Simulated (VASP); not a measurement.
# Ca (Immm) in VASP: further runs

The runs below take Ca through single point, with PBEsol.

Program: VASP 6.6.1. These are calculated values, not measurements. Logs are shortened: lines on timing, memory, paths and dates and some standing lists are left out, and cuts for length are marked.

## (1) The cell of the first run

The structure is orthorhombic, space group Immm (No. 71). Conventional cell: a = 3.808 Å, b = 4.480 Å, c = 5.152 Å, α = 90.00°, β = 90.00°, γ = 90.00°. Ca (site symmetry mmm) has 12 Ca at 3.81 to 4.48 Å within 5.0 Å.

## (2) Single point, PBEsol (strain -0.1500 x Voigt [1, -1, 0, 0, 0, 0])

Input file INCAR:

```
  PREC = Accurate
  ENCUT = 520
  EDIFF = 1E-6
  ISMEAR = 0
  SIGMA = 0.15
  LREAL = F
  LASPH = T
  NELM = 100
  ALGO = Fast
  ISIF = 2
  LWAVE = F
  LCHARG = F
  GGA = PS
  NBANDS = 11
```

Input file KPOINTS:

```
Automatic mesh
0
Gamma
  16 16 16
```

Input file POSCAR:

```
Ca
1.0
   -1.9040000000      2.5760000000      2.2400000000
    1.9040000000     -2.5760000000      2.2400000000
    1.9040000000      2.5760000000     -2.2400000000
Ca
1
Direct
    0.0000000000      0.0000000000      0.0000000000
```

Potentials or basis: VASP PAW PBE potentials, release 64 (Ca_sv).

Launch:

```console
> cat potpaw_PBE.64/Ca_sv/POTCAR > POTCAR
> mpirun -np 1 vasp_std > vasp.out
```

OUTCAR:

```text
PREC = Accurate
   ENCUT = 520
   EDIFF = 1E-6
   ISMEAR = 0
   LREAL = F
   LASPH = T
   NELM = 100
   ISIF = 2
   GGA = PS

 ion  position               nearest neighbor table
   1  0.000  0.000  0.000-

  LATTYP: Found a body centered orthorhombic cell.
 ALAT       =     3.8080000000
 B/A-ratio  =     1.1764705882
 C/A-ratio  =     1.3529411765

  Lattice vectors:

 A1 = (   1.9040000000,  -2.5760000000,  -2.2400000000)
 A2 = (  -1.9040000000,  -2.5760000000,   2.2400000000)
 A3 = (  -1.9040000000,   2.5760000000,  -2.2400000000)

Analysis of symmetry for initial positions (statically):
=====================================================================
 Subroutine PRICEL returns:
 Original cell was already a primitive cell.

 Routine SETGRP: Setting up the symmetry group for a
 body centered orthorhombic supercell.

 Subroutine GETGRP returns: Found  8 space group operations
 (whereof  8 operations were pure point group operations)
 out of a pool of  8 trial point group operations.

The static configuration has the point symmetry D_2h.

Analysis of symmetry for dynamics (positions and initial velocities):
=====================================================================
 Subroutine PRICEL returns:
 Original cell was already a primitive cell.

 Routine SETGRP: Setting up the symmetry group for a
 body centered orthorhombic supercell.

 Subroutine GETGRP returns: Found  8 space group operations
 (whereof  8 operations were pure point group operations)
 out of a pool of  8 trial point group operations.

The dynamic configuration has the point symmetry D_2h.

 Subroutine INISYM returns: Found  8 space group operations
 (whereof  8 operations are pure point group operations),
 and found     1 'primitive' translations

----------------------------------------------------------------------------------------

                                     Primitive cell

  volume of cell :      43.9461

  direct lattice vectors                    reciprocal lattice vectors
    -1.904000000  2.576000000  2.240000000     0.000000000  0.194099379  0.223214286
     1.904000000 -2.576000000  2.240000000     0.262605042  0.000000000  0.223214286
     1.904000000  2.576000000 -2.240000000     0.262605042  0.194099379  0.000000000

  length of vectors
     3.908783954  3.908783954  3.908783954     0.295802614  0.344653486  0.326551645

  position of ions in fractional coordinates (direct lattice)
     0.000000000  0.000000000  0.000000000

  ion indices of the primitive-cell ions
   primitive index   ion index
                 1           1

----------------------------------------------------------------------------------------

 KPOINTS: Automatic mesh

Automatic generation of k-mesh.
 Grid dimensions read from file:
 generate k-points for:   16   16   16

 Generating k-lattice:

  Cartesian coordinates                     Fractional coordinates (reciprocal lattice)
     0.000000000  0.012131211  0.013950893     0.062500000 -0.000000000  0.000000000
     0.016412815  0.000000000  0.013950893    -0.000000000  0.062500000  0.000000000
     0.016412815  0.012131211  0.000000000     0.000000000  0.000000000  0.062500000

  Length of vectors
     0.018487663  0.021540843  0.020409478

  Shift w.r.t. Gamma in fractional coordinates (k-lattice)
     0.000000000  0.000000000  0.000000000

 Subroutine IBZKPT returns following result:
 ===========================================

 Found    621 irreducible k-points:

 Following reciprocal coordinates:
            Coordinates               Weight
  0.000000  0.000000  0.000000      1.000000
  0.062500  0.000000  0.000000      4.000000
  0.125000  0.000000  0.000000      4.000000
  0.187500  0.000000  0.000000      4.000000
  0.250000  0.000000  0.000000      4.000000
  0.312500  0.000000 -0.000000      4.000000
[... 16 lines left out ...]
 -0.187500  0.062500  0.000000      8.000000
 -0.125000  0.062500  0.000000      8.000000
 [... further k-points ...]
   k-points           NKPTS =    621   k-points in BZ     NKDIM =    621   number of bands    NBANDS=     11
   number of dos      NEDOS =    301   number of ions     NIONS =      1
   total plane-waves  NPLWV =  27000
   dimension x,y,z NGX =    30 NGY =   30 NGZ =   30
   dimension x,y,z NGXF=    60 NGYF=   60 NGZF=   60
   ions per type =               1
   NGX,Y,Z   is equivalent  to a cutoff of  12.76, 12.76, 12.76 a.u.
   NGXF,Y,Z  is equivalent  to a cutoff of  25.52, 25.52, 25.52 a.u.
 SYSTEM =  unknown system
   PREC   = accura    normal or accurate (medium, high low for compatibility)
   ISTART =      0    job   : 0-new  1-cont  2-samecut
   ICHARG =      2    charge: 1-file 2-atom 10-const
   ISPIN  =      1    spin polarized calculation?
   LNONCOLLINEAR =      F non collinear calculations
   LSORBIT =      F    spin-orbit coupling
   LASPH  =      T    aspherical Exc in radial PAW
   ENCUT  =  520.0 eV  38.22 Ry    6.18 a.u.   7.27  7.27  7.27*2*pi/ulx,y,z
   NELM   =    100;   NELMIN=  2; NELMDL= -5     # of ELM steps
   EDIFF  = 0.1E-05   stopping-criterion for ELM
   LREAL  =      F    real-space projection
   EDIFFG = 0.1E-04   stopping-criterion for IOM
   NSW    =      0    number of steps for IOM
   IBRION =     -1    ionic relax: 0-MD 1-quasi-New 2-CG
   NFREE  =      0    steps in history (QN), initial steepest desc. (CG)
   ISIF   =      2    stress and relaxation
   ISYM   =      2    0-nonsym 1-usesym 2-fastsym
   POTIM  = 0.5000    time-step for ionic-motion
   TEBEG  =    0.0;   TEEND  =   0.0 temperature during run
   PSTRESS=    0.0 pullay stress
   NELECT =      10.0000    total number of electrons
   NUPDOWN=      -1.0000    fix difference up-down
   EMIN   =  10.00;   EMAX   =-10.00  energy-range for DOS
   EFERMI =   0.00;   METHOD = LEGACY
   ISMEAR =     0;   SIGMA  =   0.15  broadening in eV -4-tet -1-fermi 0-gaus
   EFERMI_NEDOS =   21; number of points for ismear=-14 and -15
   IALGO  =     68    algorithm
   IMIX   =      4    mixing-type and parameters
     AMIX     =   0.40;   BMIX     =  1.00
     AMIX_MAG =   1.60;   BMIX_MAG =  1.00
  volume/ion in A,a.u.               =      43.95       296.56
  Fermi-wavevector in a.u.,A,eV,Ry     =   0.999466  1.888716 13.591291  0.998932
  Thomas-Fermi vector in A             =   2.131758
   LORBIT       =      0    0 simple, 1 ext, 2 COOP (PROOUT), +10 PAW based schemes
   GGA     = PS    functional components
   LHFCALC =     F    Hartree Fock is set to
   AEXX    =    0.0000 exact exchange contribution
   IVDW    =     0    specifies the selected vdW correction
   LEPSILON=     F    determine dielectric tensor
   LRPA    =     F    only Hartree local field effects (RPA)
 non-spin polarized calculation
 RMM-DIIS sequential band-by-band and
 Gauss-broadening in eV      SIGMA  =   0.15
  energy-cutoff  :      520.00
  volume of cell :       43.95
 maximum number of plane-waves:      1206
 NGX is ok and might be reduce to    30
   NGX = 15   NGY = 15   NGZ = 15

 number of electron      10.0000000 magnetization

 number of electron       9.9999998 magnetization

 Free energy of the ion-electron system (eV)
  ---------------------------------------------------
  ext. energy  EPLUGINS =         0.00000000
  ---------------------------------------------------
  free energy    TOTEN  =        -2.09047049 eV

  energy without entropy =       -2.07852028  energy(sigma->0) =       -2.08449539

 E-fermi :   1.7357     XC(G=0):  -7.6796

 val. band max:        1.7296520707   @ k =  -0.3750  -0.4375   0.1875
 cond. band min:       1.7359933850   @ k =   0.3125   0.3125   0.0625
 fundamental gap:      0.0063413144
 Fermi energy:         1.7357189276

 k-point     1 :       0.0000    0.0000    0.0000
  band No.  band energies     occupation
      1     -40.2147      2.00000
      2     -21.2115      2.00000
      3     -21.2076      2.00000
      4     -21.2067      2.00000
      5      -2.2247      2.00000
      6       3.4479      0.00000
      7       4.1083      0.00000
      8       4.3660      0.00000
      9       4.7487      0.00000
     10       5.3853      0.00000
     11      10.4513      0.00000

 k-point     2 :       0.0625    0.0000    0.0000
  band No.  band energies     occupation
      1     -40.2143      2.00000
      2     -21.2123      2.00000
      3     -21.2117      2.00000
      4     -21.2069      2.00000
      5      -2.1658      2.00000
      6       3.4335      0.00000
      7       4.0749      0.00000
      8       4.3810      0.00000
      9       4.7526      0.00000
     10       5.3601      0.00000
     11      10.4046      0.00000

 k-point     3 :       0.1250    0.0000    0.0000
  band No.  band energies     occupation
      1     -40.2132      2.00000
      2     -21.2243      2.00000
      3     -21.2148      2.00000
      4     -21.2065      2.00000
      5      -1.9910      2.00000
      6       3.3616      0.00000
      7       4.0110      0.00000
      8       4.3984      0.00000
      9       4.7932      0.00000
     10       5.2948      0.00000
     11       9.9126      0.00000

 k-point     4 :       0.1875    0.0000    0.0000
  band No.  band energies     occupation
      1     -40.2117      2.00000
      2     -21.2431      2.00000
      3     -21.2184      2.00000
      4     -21.2058      2.00000
      5      -1.7066      2.00000
      6       3.1783      0.00000
      7       3.9840      0.00000
      8       4.3701      0.00000
      9       4.9213      0.00000
     10       5.2149      0.00000
     11       9.1106      0.00000
[... 239 lines left out ...]
 k-point    22 :      -0.2500    0.0625    0.0000
  band No.  band energies     occupation
      1     -40.2103      2.00000
      2     -21.2545      2.00000
      3     -21.2233      2.00000
      4     -21.2062      2.00000
      5      -1.4935      2.00000
      6       3.0754      0.00000
      7       4.0051      0.00000
      8       4.2970      0.00000
      9       4.9976      0.00000
     10       5.1567      0.00000
     11       8.7950      0.00000

 k-point    23 :      -0.1875    0.0625    0.0000
  band No.  band energies     occupation
      1     -40.2121      2.00000
      2     -21.2349      2.00000
      3     -21.2186      2.00000
      4     -21.2071      2.00000
      5      -1.8208      2.00000
      6       3.3248      0.00000
      7       3.9865      0.00000
      8       4.3560      0.00000
      9       4.8407      0.00000
     10       5.2094      0.00000
     11       9.6469      0.00000

 k-point    24 :      -0.1250    0.0625    0.0000
  band No.  band energies     occupation
      1     -40.2134      2.00000
      2     -21.2214      2.00000
      3     -21.2136      2.00000
      4     -21.2078      2.00000
      5      -2.0429      2.00000
      6       3.4499      0.00000
      7       4.0319      0.00000
      8       4.3625      0.00000
      9       4.7451      0.00000
     10       5.2857      0.00000
     11      10.3446      0.00000

 [... further k-points ...]

------------------------ aborting loop because EDIFF is reached ----------------------------------------

  FORCE on cell =-STRESS in cart. coord.  units (eV):
  Direction    XX          YY          ZZ          XY          YZ          ZX
  --------------------------------------------------------------------------------------
  -------------------------------------------------------------------------------------
  Total        0.1483441     -0.3996342     -0.6847453      0.0000000      0.0000000      0.0000000
  in kB        5.4082917    -14.5697593    -24.9642660      0.0000000      0.0000000      0.0000000
  external PRESSURE =     -11.3752445 kB  Pullay stress =       0.0000000 kB

 VOLUME and BASIS-vectors are now :
 -----------------------------------------------------------------------------
  energy-cutoff  :      520.00
  volume of cell :       43.95
      direct lattice vectors                 reciprocal lattice vectors
    -1.904000000  2.576000000  2.240000000     0.000000000  0.194099379  0.223214286
     1.904000000 -2.576000000  2.240000000     0.262605042  0.000000000  0.223214286
     1.904000000  2.576000000 -2.240000000     0.262605042  0.194099379  0.000000000

 POSITION                                       TOTAL-FORCE (eV/Angst)
 -----------------------------------------------------------------------------------
      0.00000      0.00000      0.00000        -0.000000      0.000000     -0.000000
 -----------------------------------------------------------------------------------
    total drift:                               -0.000000     -0.000000      0.000000

  FREE ENERGIE OF THE ION-ELECTRON SYSTEM (eV)
  ---------------------------------------------------
  free  energy   TOTEN  =        -2.0904704945 eV

  energy  without entropy=       -2.0785202830  energy(sigma->0) =       -2.08449539
```

It took 9.8 min on 1 thread of Intel Xeon 8259CL, shared host; peak memory 0.41 GiB.

What came out:

```yaml
Free_energy: -2.0905 eV
Pressure: -1.1 GPa
Band_gap_on_the_k_mesh: zero (band 5 reaches 2.01 eV, above the bottom of band 6 at 1.32 eV)
```

Caveat: the cell differs from its parent crystal (strain -0.1500 x Voigt [1, -1, 0, 0, 0, 0]); the PAW data sets were made with another functional, which shifts forces and pressure a little.

## (3) Single point, PBEsol (strain +0.1312 x Voigt [1, -1, 0, 0, 0, 0])

Input file INCAR:

```
SYSTEM = Ca
PREC = Accurate
ENCUT = 520
EDIFF = 1E-6
ISMEAR = 0
SIGMA = 0.15
LREAL = .False.
LASPH = .True.
NELM = 60
ALGO = Fast
ISIF = 2
LWAVE = .False.
LCHARG = .False.
GGA = PS
NBANDS = 11
```

Input file KPOINTS:

```
Automatic mesh
0
Gamma
  16 16 16
  0 0 0
```

Input file POSCAR:

```
Ca
1.0
   -2.5338880000      1.9461120000      2.2400000000
    2.5338880000     -1.9461120000      2.2400000000
    2.5338880000      1.9461120000     -2.2400000000
Ca
1
Direct
    0.0000000000      0.0000000000      0.0000000000
```

Potentials or basis: VASP PAW PBE potentials, release 64 (Ca_sv).

Launch:

```console
> cat potpaw_PBE.64/Ca_sv/POTCAR > POTCAR
> mpirun -np 1 vasp_std > vasp.out
```

It took 11 min on 1 thread of Intel Xeon 8259CL, shared host; peak memory 0.41 GiB.

The run converged. Its results:

* Free energy: -2.0984 eV
* Pressure: -1.3 GPa
* Band gap on the k mesh: zero (band 5 reaches 2.00 eV, above the bottom of band 6 at 1.34 eV)

Stress tensor (GPa, compression positive):
```
-1.44  0.00  0.00
 0.00 -0.08  0.00
 0.00  0.00 -2.26
```

Levels at points of the mesh, in eV from the Fermi level:
```csv
k point,band 3,band 4,band 5,band 6,band 7,band 8
"(0.00, 0.00, 0.00)",-22.96,-22.96,-3.96,1.76,2.49,2.53
"(0.50, 0.00, 0.00)",-23.01,-22.99,-0.58,0.47,0.79,3.46
"(0.00, 0.50, 0.00)",-22.99,-22.96,-1.18,-0.39,2.19,2.35
"(0.50, 0.50, 0.00)",-23.00,-22.98,-0.77,0.11,1.35,2.78
"(0.50, 0.50, 0.50)",-23.04,-23.02,-0.14,0.30,1.96,3.66
```

Caveat: the cell differs from its parent crystal (strain +0.1312 x Voigt [1, -1, 0, 0, 0, 0]); the PAW data sets were made with another functional, which shifts forces and pressure a little.
